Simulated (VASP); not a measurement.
# MgS (sol) (I-4m2) in VASP: a series of runs

The runs below take MgS (sol) through single point, relaxation of the atoms, with PBEsol.

Everything below comes from runs of VASP 6.6.1. Logs are shortened: lines on timing, memory, paths and dates and some standing lists are left out, and cuts for length are marked.

**1. The cell of the first run**

The structure is tetragonal, space group I-4m2 (No. 119). The conventional cell has a = 4.036 Å, b = 4.036 Å, c = 5.617 Å, α = 90.00°, β = 90.00°, γ = 90.00°. Within 3.2 Å of Mg (site symmetry -4m2) lie 4 S at 2.46 Å. Within 3.2 Å of S (site symmetry -4m2) lie 4 Mg at 2.46 Å.

**2. Single point, PBEsol (strained cell)**

INCAR reads:

```
SYSTEM = MgS
PREC = Accurate ; ENCUT = 600
EDIFF = 1E-6 ; ISMEAR = 0
SIGMA = 0.02 ; LREAL = .False.
LASPH = .True. ; NELM = 120
ALGO = Normal ; ISIF = 2
LWAVE = .False. ; LCHARG = .False.
GGA = PS ; NBANDS = 11
GGA_COMPAT = .False.
```

KPOINTS reads:

```
Automatic mesh
0
Gamma
  6 6 6
  0 0 0
```

POSCAR reads:

```
MgS
1.0
    0.0000000000      2.8539585520      2.8087473274
    2.8539585520      0.0000000000      2.8087473274
    2.8539585520      2.8539585520      0.0000000000
Mg S
1 1
Direct
    0.0000000000      0.0000000000      0.0000000000
    0.2500000000      0.2500000000      0.2500000000
```

Potentials or basis: VASP PAW PBE potentials, release 64 (Mg, S).

The run is started by

```console
cat potpaw_PBE.64/Mg/POTCAR potpaw_PBE.64/S/POTCAR > POTCAR
mpirun -np 1 vasp_std > vasp.out
```

OUTCAR:

```text
SYSTEM = MgS
   PREC = Accurate
   ENCUT = 600
   EDIFF = 1E-6
   ISMEAR = 0
   LREAL = .False.
   LASPH = .True.
   NELM = 120
   ISIF = 2
   GGA = PS

 ion  position               nearest neighbor table
   1  0.000  0.000  0.000-   2 2.46   2 2.46   2 2.46   2 2.46
   2  0.250  0.250  0.250-   1 2.46   1 2.46   1 2.46   1 2.46

  LATTYP: Found a body centered tetragonal cell.
 ALAT       =     4.0361068907
 C/A-ratio  =     1.3918101792

  Lattice vectors:

 A1 = (   0.0000000000,  -2.8539585520,  -2.8087473274)
 A2 = (   0.0000000000,   2.8539585520,  -2.8087473274)
 A3 = (   2.8539585520,   0.0000000000,   2.8087473274)

Analysis of symmetry for initial positions (statically):
=====================================================================
 Subroutine PRICEL returns:
 Original cell was already a primitive cell.

 Routine SETGRP: Setting up the symmetry group for a
 body centered tetragonal supercell.

 Subroutine GETGRP returns: Found  8 space group operations
 (whereof  8 operations were pure point group operations)
 out of a pool of 16 trial point group operations.

The static configuration has the point symmetry D_2d.

Analysis of symmetry for dynamics (positions and initial velocities):
=====================================================================
 Subroutine PRICEL returns:
 Original cell was already a primitive cell.

 Routine SETGRP: Setting up the symmetry group for a
 body centered tetragonal supercell.

 Subroutine GETGRP returns: Found  8 space group operations
 (whereof  8 operations were pure point group operations)
 out of a pool of 16 trial point group operations.

The dynamic configuration has the point symmetry D_2d.

 Subroutine INISYM returns: Found  8 space group operations
 (whereof  8 operations are pure point group operations),
 and found     1 'primitive' translations

----------------------------------------------------------------------------------------

                                     Primitive cell

  volume of cell :      45.7549

  direct lattice vectors                    reciprocal lattice vectors
     0.000000000  2.853958552  2.808747327    -0.175195256  0.175195256  0.178015301
     2.853958552  0.000000000  2.808747327     0.175195256 -0.175195256  0.178015301
     2.853958552  2.853958552  0.000000000     0.175195256  0.175195256 -0.178015301

  length of vectors
     4.004265347  4.004265347  4.036106891     0.305083928  0.305083928  0.305083928

  position of ions in fractional coordinates (direct lattice)
     0.000000000  0.000000000  0.000000000
     0.250000000  0.250000000  0.250000000

  ion indices of the primitive-cell ions
   primitive index   ion index
                 1           1
                 2           2

----------------------------------------------------------------------------------------

 KPOINTS: Automatic mesh

Automatic generation of k-mesh.
 Grid dimensions read from file:
 generate k-points for:    6    6    6

 Generating k-lattice:

  Cartesian coordinates                     Fractional coordinates (reciprocal lattice)
    -0.029199209  0.029199209  0.029669217     0.166666667  0.000000000  0.000000000
     0.029199209 -0.029199209  0.029669217     0.000000000  0.166666667  0.000000000
     0.029199209  0.029199209 -0.029669217     0.000000000  0.000000000  0.166666667

  Length of vectors
     0.050847321  0.050847321  0.050847321

  Shift w.r.t. Gamma in fractional coordinates (k-lattice)
     0.000000000  0.000000000  0.000000000

 Subroutine IBZKPT returns following result:
 ===========================================

 Found     30 irreducible k-points:

 Following reciprocal coordinates:
            Coordinates               Weight
  0.000000  0.000000  0.000000      1.000000
  0.166667  0.000000  0.000000      8.000000
  0.333333  0.000000  0.000000      8.000000
  0.500000 -0.000000  0.000000      4.000000
  0.166667  0.166667  0.000000      2.000000
  0.333333  0.166667  0.000000      8.000000
[... 16 lines left out ...]
  0.333333  0.000000  0.333333      4.000000
  0.500000 -0.000000  0.333333     16.000000
 [... further k-points ...]
   k-points           NKPTS =     30   k-points in BZ     NKDIM =     30   number of bands    NBANDS=     11
   number of dos      NEDOS =    301   number of ions     NIONS =      2
   total plane-waves  NPLWV =  32768
   dimension x,y,z NGX =    32 NGY =   32 NGZ =   32
   dimension x,y,z NGXF=    64 NGYF=   64 NGZF=   64
   ions per type =               1   1
   NGX,Y,Z   is equivalent  to a cutoff of  13.29, 13.29, 13.18 a.u.
   NGXF,Y,Z  is equivalent  to a cutoff of  26.57, 26.57, 26.36 a.u.
 SYSTEM =  MgS
   PREC   = accura    normal or accurate (medium, high low for compatibility)
   ISTART =      0    job   : 0-new  1-cont  2-samecut
   ICHARG =      2    charge: 1-file 2-atom 10-const
   ISPIN  =      1    spin polarized calculation?
   LNONCOLLINEAR =      F non collinear calculations
[... 37 lines left out ...]
  energy-cutoff  :      600.00
  volume of cell :       45.75
 maximum number of plane-waves:      1548
   NGX = 15   NGY = 15   NGZ = 17

 number of electron       8.0000001 magnetization

 Free energy of the ion-electron system (eV)
  ---------------------------------------------------
  ext. energy  EPLUGINS =         0.00000000
  ---------------------------------------------------
  free energy    TOTEN  =        -8.91526855 eV

  energy without entropy =       -8.91526855  energy(sigma->0) =       -8.91526855

 E-fermi :   1.0714     XC(G=0):  -8.5446

 val. band max:        0.9773474486   @ k =   0.0000   0.0000   0.0000
 cond. band min:       4.2051092293   @ k =   0.0000   0.0000   0.0000
 fundamental gap:      3.2277617807
 Fermi energy:         1.0713722580

 k-point     1 :       0.0000    0.0000    0.0000
  band No.  band energies     occupation
      1     -10.2909      2.00000
      2       0.9374      2.00000
      3       0.9374      2.00000
      4       0.9773      2.00000
      5       4.2051      0.00000
      6       8.7976      0.00000
      7       8.7976      0.00000
      8       8.8120      0.00000
      9      11.5827      0.00000
     10      11.8448      0.00000
     11      14.4299      0.00000

 k-point     2 :       0.1667    0.0000    0.0000
  band No.  band energies     occupation
      1     -10.1398      2.00000
      2      -0.1385      2.00000
      3       0.8401      2.00000
      4       0.8810      2.00000
      5       5.2235      0.00000
      6       8.5311      0.00000
      7       9.0294      0.00000
      8       9.0764      0.00000
      9      11.0197      0.00000
     10      11.1781      0.00000
     11      13.4899      0.00000

 k-point     3 :       0.3333    0.0000    0.0000
  band No.  band energies     occupation
      1      -9.8019      2.00000
      2      -1.5960      2.00000
      3       0.6640      2.00000
      4       0.7301      2.00000
      5       5.9294      0.00000
      6       8.6970      0.00000
      7       8.8206      0.00000
      8       8.9671      0.00000
      9      12.0283      0.00000
     10      12.0701      0.00000
     11      12.8506      0.00000

 k-point     4 :       0.5000   -0.0000    0.0000
  band No.  band energies     occupation
      1      -9.6098      2.00000
      2      -2.2049      2.00000
      3       0.5836      2.00000
      4       0.6612      2.00000
      5       5.9122      0.00000
      6       8.4030      0.00000
      7       8.5615      0.00000
      8       9.3353      0.00000
      9      13.5882      0.00000
     10      13.9989      0.00000
     11      14.1502      0.00000
[... 239 lines left out ...]
 k-point    22 :      -0.3333    0.5000    0.1667
  band No.  band energies     occupation
      1      -9.3737      2.00000
      2      -1.5280      2.00000
      3      -0.6565      2.00000
      4      -0.3438      2.00000
      5       5.7274      0.00000
      6       7.5946      0.00000
      7      10.1528      0.00000
      8      10.2845      0.00000
      9      13.2583      0.00000
     10      14.6640      0.00000
     11      14.8076      0.00000

 k-point    23 :       0.3333    0.0000    0.3333
  band No.  band energies     occupation
      1      -9.6491      2.00000
      2      -1.4001      2.00000
      3       0.1536      2.00000
      4       0.1589      2.00000
      5       5.4248      0.00000
      6       6.9399      0.00000
      7      10.0109      0.00000
      8      11.2000      0.00000
      9      11.4119      0.00000
     10      13.5625      0.00000
     11      16.3523      0.00000

 k-point    24 :       0.5000   -0.0000    0.3333
  band No.  band energies     occupation
      1      -9.4565      2.00000
      2      -1.6956      2.00000
      3      -0.4262      2.00000
      4       0.0913      2.00000
      5       5.3985      0.00000
      6       7.2743      0.00000
      7      10.2180      0.00000
      8      11.2606      0.00000
      9      12.5167      0.00000
     10      14.4123      0.00000
     11      15.3406      0.00000

 [... further k-points ...]

------------------------ aborting loop because EDIFF is reached ----------------------------------------

  FORCE on cell =-STRESS in cart. coord.  units (eV):
  Direction    XX          YY          ZZ          XY          YZ          ZX
  --------------------------------------------------------------------------------------
  -------------------------------------------------------------------------------------
  Total       -0.2716096     -0.2716096     -0.1836549      0.0000000      0.0000000      0.0000000
  in kB       -9.5108136     -9.5108136     -6.4309509      0.0000000      0.0000000      0.0000000
  external PRESSURE =      -8.4841927 kB  Pullay stress =       0.0000000 kB

 VOLUME and BASIS-vectors are now :
 -----------------------------------------------------------------------------
  energy-cutoff  :      600.00
  volume of cell :       45.75
      direct lattice vectors                 reciprocal lattice vectors
     0.000000000  2.853958552  2.808747327    -0.175195256  0.175195256  0.178015301
     2.853958552  0.000000000  2.808747327     0.175195256 -0.175195256  0.178015301
     2.853958552  2.853958552  0.000000000     0.175195256  0.175195256 -0.178015301

 POSITION                                       TOTAL-FORCE (eV/Angst)
 -----------------------------------------------------------------------------------
      0.00000      0.00000      0.00000        -0.000000     -0.000000     -0.000000
      1.42698      1.42698      1.40437         0.000000      0.000000      0.000000
 -----------------------------------------------------------------------------------
    total drift:                               -0.000000     -0.000000      0.000000

  FREE ENERGIE OF THE ION-ELECTRON SYSTEM (eV)
  ---------------------------------------------------
  free  energy   TOTEN  =        -8.9152685470 eV

  energy  without entropy=       -8.9152685470  energy(sigma->0) =       -8.91526855
```

It took 11 s on 1 thread of Intel Xeon Platinum 8259CL at 2.50GHz (Skylake/Cascade Lake), shared host; peak memory 0.18 GiB.

What came out:

```yaml
Free_energy: -8.9153 eV
Pressure: -0.8 GPa
Band_gap_on_the_k_mesh: 3.23 eV, direct
```

Stress tensor (GPa, compression positive):
```
-0.95  0.00  0.00
 0.00 -0.95  0.00
 0.00  0.00 -0.64
```

Levels at points of the mesh, in eV from the valence-band top:
```
           k point  band 2  band 3  band 4  band 5  band 6  band 7
(0.00, 0.00, 0.00)   -0.04   -0.04    0.00    3.23    7.82    7.82
(0.50, 0.00, 0.00)   -3.18   -0.39   -0.32    4.93    7.43    7.58
(0.50, 0.50, 0.00)   -2.81   -1.12   -1.12    3.67    5.43   11.04
(0.50, 0.00, 0.50)   -2.88   -1.04   -1.04    3.70    5.55   10.86
```

Caveat: the cell differs from its parent crystal (strained cell); the PAW data sets were made with another functional, which shifts forces and pressure a little. A k mesh can miss the band edges.

(Part 1 of 2 ends here.)
